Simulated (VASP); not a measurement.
# SrTiO3 (Imma) in VASP: further runs, part 2 of 2

VASP 6.6.1. Earlier steps stand in the parts before.

**3. Single point, PBE (atoms displaced along a vibrational mode)**

Contents of INCAR:

```
  ALGO = Normal
  EDIFF = 1E-7
  ENCUT = 520
  GGA = PE
  ISIF = 2
  ISMEAR = 0
  LASPH = T
  LCHARG = F
  LREAL = F
  LWAVE = F
  NBANDS = 51
  NELM = 100
  PREC = Accurate
  SIGMA = 0.05
```

Contents of KPOINTS:

```
k-points
0
Gamma
  6 6 6
```

Contents of POSCAR:

```
SrTiO3
1.0
   -3.9364035682      0.0000000000     -3.9364035682
    0.0000000000     -3.9364035682     -3.9364035682
   -3.9364035682     -3.9364035682      0.0000000000
Sr Ti O
2 2 6
Direct
    0.0000000000      0.0000000000      0.0000000000
    0.5000000000      0.5000000000      0.5000000000
    0.2500000000      0.2500000000      0.2904173564
    0.7500000000      0.7500000000      0.7095826436
    0.0000000000      0.5000000000      0.0000000000
    0.5000000000      0.0000000000      0.5000000000
    0.0000000000      0.5000000000      0.5000000000
    0.5000000000      0.0000000000      0.0000000000
    0.0000000000      0.0000000000      0.5000000000
    0.5000000000      0.5000000000      0.0000000000
```

Potentials or basis: VASP PAW PBE potentials, release 64 (Sr_sv, Ti_sv, O).

Command:

```console
> cat potpaw_PBE.64/Sr_sv/POTCAR potpaw_PBE.64/Ti_sv/POTCAR potpaw_PBE.64/O/POTCAR > POTCAR
> mpirun -np 1 vasp_std > vasp.out
```

OUTCAR:

```text
EDIFF = 1E-7
   ENCUT = 520
   GGA = PE
   ISIF = 2
   ISMEAR = 0
   LASPH = T
   LREAL = F
   NELM = 100
   PREC = Accurate

 ion  position               nearest neighbor table
   1  0.000  0.000  0.000-   5 2.78   8 2.78   9 2.78   6 2.78   7 2.78   9 2.78   5 2.78   7 2.78
                            10 2.78   6 2.78   8 2.78  10 2.78   3 3.23   4 3.23   3 3.42   4 3.42
   2  0.500  0.500  0.500-   6 2.78   7 2.78  10 2.78   5 2.78   8 2.78  10 2.78   6 2.78   8 2.78
                             9 2.78   5 2.78   7 2.78   9 2.78   3 3.23   4 3.23   4 3.42   3 3.42
   3  0.250  0.250  0.290-   6 1.82   7 1.82   9 1.98  10 1.98   5 2.13   8 2.13   1 3.23   2 3.23
                             1 3.42   1 3.42   2 3.42   2 3.42   1 3.60   2 3.60
   4  0.750  0.750  0.710-   6 1.82   7 1.82   9 1.98  10 1.98   5 2.13   8 2.13   2 3.23   1 3.23
                             1 3.42   1 3.42   2 3.42   2 3.42   1 3.60   2 3.60
   5  0.000  0.500  0.000-   3 2.13   4 2.13   1 2.78   2 2.78   1 2.78   2 2.78
   6  0.500  0.000  0.500-   3 1.82   4 1.82   2 2.78   1 2.78   2 2.78   1 2.78
   7  0.000  0.500  0.500-   3 1.82   4 1.82   2 2.78   1 2.78   1 2.78   2 2.78
   8  0.500  0.000  0.000-   3 2.13   4 2.13   1 2.78   2 2.78   2 2.78   1 2.78
   9  0.000  0.000  0.500-   3 1.98   4 1.98   1 2.78   1 2.78   2 2.78   2 2.78
[... 1510 lines left out ...]

  FORCE on cell =-STRESS in cart. coord.  units (eV):
  Direction    XX          YY          ZZ          XY          YZ          ZX
  --------------------------------------------------------------------------------------
  -------------------------------------------------------------------------------------
  Total        5.4953105      5.4953105     -0.7063703     -2.0837896      0.0000000      0.0000000
  in kB       72.1728698     72.1728698     -9.2771416    -27.3675303      0.0000000      0.0000000
  external PRESSURE =      45.0228660 kB  Pullay stress =       0.0000000 kB

 VOLUME and BASIS-vectors are now :
 -----------------------------------------------------------------------------
  energy-cutoff  :      520.00
  volume of cell :      121.99
      direct lattice vectors                 reciprocal lattice vectors
    -3.936403568  0.000000000 -3.936403568    -0.127019497  0.127019497 -0.127019497
     0.000000000 -3.936403568 -3.936403568     0.127019497 -0.127019497 -0.127019497
    -3.936403568 -3.936403568  0.000000000    -0.127019497 -0.127019497  0.127019497

 POSITION                                       TOTAL-FORCE (eV/Angst)
 -----------------------------------------------------------------------------------
      0.00000      0.00000      0.00000         0.000000      0.000000     -0.000000
     -3.93640     -3.93640     -3.93640         0.000000      0.000000     -0.000000
     -2.12730     -2.12730     -1.96820         4.978653      4.978653      0.000000
     -5.74551     -5.74551     -5.90461        -4.978653     -4.978653      0.000000
      0.00000     -1.96820     -1.96820         0.000000      0.000000     -0.000000
     -3.93640     -1.96820     -1.96820         0.000000      0.000000     -0.000000
     -1.96820     -3.93640     -1.96820         0.000000      0.000000     -0.000000
     -1.96820      0.00000     -1.96820         0.000000      0.000000     -0.000000
     -1.96820     -1.96820      0.00000         0.000000      0.000000     -0.000000
     -1.96820     -1.96820     -3.93640         0.000000      0.000000     -0.000000
 -----------------------------------------------------------------------------------
    total drift:                                0.000000      0.000000     -0.000000

  FREE ENERGIE OF THE ION-ELECTRON SYSTEM (eV)
  ---------------------------------------------------
  free  energy   TOTEN  =       -78.6396948672 eV

  energy  without entropy=      -78.6396948672  energy(sigma->0) =      -78.63969487
```

OSZICAR:

```text
N       E                     dE             d eps       ncg     rms          rms(c)
DAV:   1     0.101089227649E+04    0.10109E+04   -0.40736E+04  4692   0.174E+03
DAV:   2     0.562612517241E+02   -0.95463E+03   -0.89484E+03  5092   0.502E+02
DAV:   3    -0.901607114084E+02   -0.14642E+03   -0.14365E+03  6035   0.187E+02
DAV:   4    -0.989598743678E+02   -0.87992E+01   -0.87770E+01  7064   0.443E+01
DAV:   5    -0.993959294975E+02   -0.43606E+00   -0.43569E+00  6784   0.806E+00    0.380E+01
DAV:   6    -0.783161997439E+02    0.21080E+02   -0.11005E+02  7064   0.733E+01    0.220E+01
DAV:   7    -0.789638543850E+02   -0.64765E+00   -0.21400E+01  6690   0.270E+01    0.156E+01
DAV:   8    -0.786853944381E+02    0.27846E+00   -0.28863E+00  6672   0.139E+01    0.508E+00
DAV:   9    -0.786536079361E+02    0.31787E-01   -0.73195E-01  7175   0.505E+00    0.149E+00
DAV:  10    -0.786417284936E+02    0.11879E-01   -0.79293E-02  6714   0.170E+00    0.799E-01
DAV:  11    -0.786396875983E+02    0.20409E-02   -0.24417E-02  6738   0.169E+00    0.167E-01
DAV:  12    -0.786396247712E+02    0.62827E-04   -0.46869E-03  6913   0.606E-01    0.952E-02
DAV:  13    -0.786396852667E+02   -0.60495E-04   -0.83441E-04  6889   0.173E-01    0.568E-02
DAV:  14    -0.786396908670E+02   -0.56002E-05   -0.13709E-04  7058   0.971E-02    0.121E-02
DAV:  15    -0.786396945236E+02   -0.36566E-05   -0.29233E-05  7077   0.256E-02    0.651E-03
DAV:  16    -0.786396945221E+02    0.14579E-08   -0.21521E-06  6711   0.102E-02    0.277E-03
DAV:  17    -0.786396948382E+02   -0.31603E-06   -0.14301E-06  5952   0.100E-02    0.191E-03
DAV:  18    -0.786396948672E+02   -0.29087E-07   -0.11932E-07  3343   0.363E-03
   1 F= -.78639695E+02 E0= -.78639695E+02  d E =-.519227E-16
```

stdout:

```text
POSCAR found type information on POSCAR SrTiO
 POSCAR found :  3 types and      10 ions
 scaLAPACK will be used
 LDA part: xc-table for (Slater+PW92), standard interpolation
 POSCAR, INCAR and KPOINTS ok, starting setup
 FFT: planning ... GRIDC
 FFT: planning ... GRID_SOFT
 FFT: planning ... GRID
 WAVECAR not read
 entering main loop
```

It took 9.4 min on 1 thread of Oxide Virtual Turin-like, shared host; peak memory 0.38 GiB.

Results:

* Free energy: -78.6397 eV
* Pressure: 4.5 GPa
* Largest force: 7.041 eV/Å
* Band gap on the k mesh: 0.68 eV

Forces in eV/Å, atoms in the order of the input:
```
Sr   0.000  0.000  0.000
Sr   0.000  0.000  0.000
Ti   4.979  4.979  0.000
Ti  -4.979 -4.979  0.000
O    0.000  0.000  0.000
O    0.000  0.000  0.000
O    0.000  0.000  0.000
O    0.000  0.000  0.000
O    0.000  0.000  0.000
O    0.000  0.000  0.000
```

Caveat: the cell differs from its parent crystal (atoms displaced along a vibrational mode); the stress differs along the axes, from -1 to 7 GPa; forces of over 1 eV/Å act on the atoms, so gaps and moduli don't describe the material at rest.

**4. Single point, PBE (atoms displaced along a vibrational mode)**

Contents of INCAR:

```
ALGO = Normal
EDIFF = 1E-7
ENCUT = 520
GGA = PE
ISIF = 2
ISMEAR = 0
LASPH = True
LCHARG = False
LREAL = False
LWAVE = False
NBANDS = 51
NELM = 60
PREC = Accurate
SIGMA = 0.05
```

KPOINTS is that of step 3.

Changes to POSCAR since step 3:

```diff
@@ -10,4 +10,4 @@
     0.5000000000      0.5000000000      0.5000000000
-    0.2500000000      0.2500000000      0.2904173564
-    0.7500000000      0.7500000000      0.7095826436
+    0.2500000000      0.2500000000      0.2230550958
+    0.7500000000      0.7500000000      0.7769449042
     0.0000000000      0.5000000000      0.0000000000
```

Command:

```console
> cat potpaw_PBE.64/Sr_sv/POTCAR potpaw_PBE.64/Ti_sv/POTCAR potpaw_PBE.64/O/POTCAR > POTCAR
> mpirun -np 1 vasp_std > vasp.out
```

It took 11 min on 1 thread of Oxide Virtual Turin-like, shared host; peak memory 0.38 GiB.

The run converged. Its results:

* Free energy: -79.5147 eV
* Pressure: 2.3 GPa
* Largest force: 4.639 eV/Å
* Band gap on the k mesh: 1.15 eV

Forces on the atoms (eV/Å):
```
Sr   0.000  0.000  0.000
Sr   0.000  0.000  0.000
Ti  -3.280 -3.280  0.000
Ti   3.280  3.280  0.000
O    0.000  0.000  0.000
O    0.000  0.000  0.000
O    0.000  0.000  0.000
O    0.000  0.000  0.000
O    0.000  0.000  0.000
O    0.000  0.000  0.000
```

Stress tensor (GPa, compression positive):
```
 3.58 -1.16  0.00
-1.16  3.58  0.00
 0.00  0.00 -0.11
```

Levels at points of the mesh, in eV from the valence-band top:
```csv
k point,band 38,band 39,band 40,band 41,band 42,band 43
"(0.00, 0.00, 0.00)",-0.31,-0.19,0.00,1.15,1.17,1.18
"(0.50, 0.00, 0.00)",-1.20,-0.73,-0.73,2.41,2.41,2.75
"(0.00, 0.00, 0.50)",-0.86,-0.80,-0.35,2.18,2.41,2.43
"(0.50, 0.50, 0.00)",-1.45,-1.25,-0.17,1.35,2.99,3.01
"(0.00, 0.50, 0.50)",-1.52,-1.14,-0.40,1.35,3.00,3.07
```

Caveat: the cell differs from its parent crystal (atoms displaced along a vibrational mode); forces of over 1 eV/Å act on the atoms, so gaps and moduli don't describe the material at rest. A k mesh can miss the band edges.

**5. The runs side by side**

```csv
cell,gap on the mesh (eV),pressure (GPa),largest force (eV/Å)
"as given, atomic positions A",0.22,7.5,9.51
"as given, atomic positions B",0.68,4.5,7.04
"as given, atomic positions C",1.15,2.3,4.64
```

Alike in all rows: task single point; level PBE; potentials or basis VASP PAW PBE potentials, release 64 (Sr_sv, Ti_sv, O); no spin polarisation; k mesh 6 × 6 × 6; cutoff (eV) 520; smearing gaussian 0.05 eV.

Caveats: forces of over 1 eV/Å act on the atoms, so gaps and moduli don't describe the material at rest; the stress differs along the axes, from -2 to 12 GPa (at least some runs); the stress differs along the axes, from -1 to 7 GPa (at least some runs).

Total energies depend on the potentials used, so only differences within one code and one set of settings carry meaning.
